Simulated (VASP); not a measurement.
Crystal: Cu.

```
Cu
1.0
     0.00000    1.80748    1.80748
     1.80748    0.00000    1.80748
     1.80748    1.80748    0.00000
Cu
1
Cartesian
  0.0000 0.0000 0.0000
```

* Program: VASP 6.6.1
* Task: relaxation of cell and atoms
* Functional: PBEsol
* Potentials or basis: VASP PAW PBE potentials, release 64 (Cu)
* Cutoff: 600 eV
* k mesh: 18 × 18 × 18
* Occupations: fermi-dirac, width 0.1 eV
* Spin: no spin polarisation

At the start: pressure -5.6 GPa; volume 11.81 Å³/atom.

Task: Where does the relaxation end?

Result: Over 3 steps the energy falls by 8.1 meV/atom and the volume is 11.37 Å³/atom (-3.7 %); space group Fm-3m (No. 225, to 0.05 Å).

The path:
```tsv
step	energy change (eV)	largest force (eV/Å)	pressure (GPa)	volume (Å³)
1	0.0000	0.0000	-5.65	11.81
2	-0.0050	0.0000	3.96	11.11
3	-0.0081	0.0000	0.00	11.37
```

Final structure:
```
Cu
1.0
     0.00000    1.78470    1.78470
     1.78470    0.00000    1.78470
     1.78470    1.78470    0.00000
Cu
1
Direct
  0.00000 0.00000 0.00000
```

Caveat: the PAW data sets were made with another functional, which shifts forces and pressure a little.
